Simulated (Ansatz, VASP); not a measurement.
# Ag: VASP beside Ansatz

```
CELL_PARAMETERS angstrom
2.93000 0.00000 0.00000
-1.46500 2.53745 0.09515
0.00000 0.17963 4.79000
ATOMIC_POSITIONS crystal
Ag 0.33333 0.66667 0.25000
Ag 0.66667 0.33333 0.75000
```

Change from the starting cell: strain +0.0750 x Voigt [0, 0, 0, 1, 0, 0], atoms carried along.

Alike in both runs: task single point; functional PBEsol; k mesh 18 × 18 × 10; occupations gaussian, width 0.15 eV; no spin polarisation.

```csv
,VASP,Ansatz
version,VASP 6.6.1,Ansatz 0.2.0
potentials or method,"VASP PAW PBE potentials, release 64 (Ag), cutoff 500 eV","scalar-relativistic, plane waves, PAW"
valence electrons in the cell,22,38
```

```tsv
	VASP	Ansatz	Ansatz less VASP
gap on the k mesh at the Fermi level (eV)	none	none	-
pressure (GPa)	-6.1	-6.0	+0.10
traceless stress, the component that is largest in VASP (GPa)	-1.64	-1.65	-0.012
rms of the force components (eV/Å)	0.020	0.020	+0.0002
```

VASP's potentials were made for PBE, not for PBEsol. Atom by atom the forces differ by 0.000 eV/Å (rms over components). A gap of «none» marks a metal or a gap that the smearing closes. With one functional, cell and mesh, what is left measures potentials, basis and numerics. VASP's potentials hold 22 valence electrons a cell and Ansatz's 38, so a difference there can come from the potentials and not from the codes.
